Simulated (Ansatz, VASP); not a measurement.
# In in VASP and in Ansatz

File INCAR:

```
PREC = Accurate
ENCUT = 520
EDIFF = 1E-6
ISMEAR = 1
SIGMA = 1.0
LREAL = F
LASPH = T
NELM = 100
ALGO = Normal
ISIF = 2
LWAVE = F
LCHARG = T
GGA = CA
LELF = T
LVHAR = T
NBANDS = 12
```

The input KPOINTS:

```
Automatic mesh
0
Gamma
  12 12 14
```

Contents of POSCAR:

```
In
1.0
   -1.6019898026      1.6281983263      2.4755659685
    1.6281983263     -1.6019898026      2.4755659685
    1.5260503434      1.5260503434     -2.4583443292
In
1
Direct
    0.0000000000      0.0000000000      0.0000000000
```

Input for Ansatz:

```yaml
crystal:
  lattice:
    - [-1.6019898026, 1.6281983263, 2.4755659685]
    - [1.6281983263, -1.6019898026, 2.4755659685]
    - [1.5260503434, 1.5260503434, -2.4583443292]
  atoms:
    - { symbol: In, position: [0.0, 0.0, 0.0] }
hamiltonian:
  xc: lda
  pseudopotentials:
    kind: paw
    azcp:
      In: "pseudopotentials/In.paw.azcp"
basis:
  ecutwfc: 420
  fft_grid_basis: typed
kpoints:
  mp_grid: { grid: [12, 12, 14], shift: [0, 0, 0] }
magnetization:
  spin_polarized: false
scf:
  occupations: { method: methfessel_paxton, width: 1.0 }
  lower_state_search: "off"
output:
  stress: true
```

Alike in both runs: task single point; functional LDA; k mesh 12 × 12 × 14; occupations methfessel-paxton of order 1, width 1 eV; no spin polarisation.

```csv
,VASP,Ansatz
version,VASP 6.6.1,Ansatz 0.2.0
potentials or method,"VASP PAW LDA potentials, release 64 (In_d), cutoff 520 eV","plane waves (420 eV) with PAW, scalar-relativistic"
valence electrons in the cell,13,13
```

|  | VASP | Ansatz | Ansatz less VASP |
| --- | --- | --- | --- |
| pressure (GPa) | 0.0 | 0.0 | -0.03 |
| traceless stress, the component that is largest in VASP (GPa) | 0.15 | 0.15 | -0.001 |

Ansatz warns that its potentials were made for another functional, while VASP's fit it. LDA's correlation is that of Perdew and Zunger in VASP and of Perdew and Wang (1992) in Ansatz.
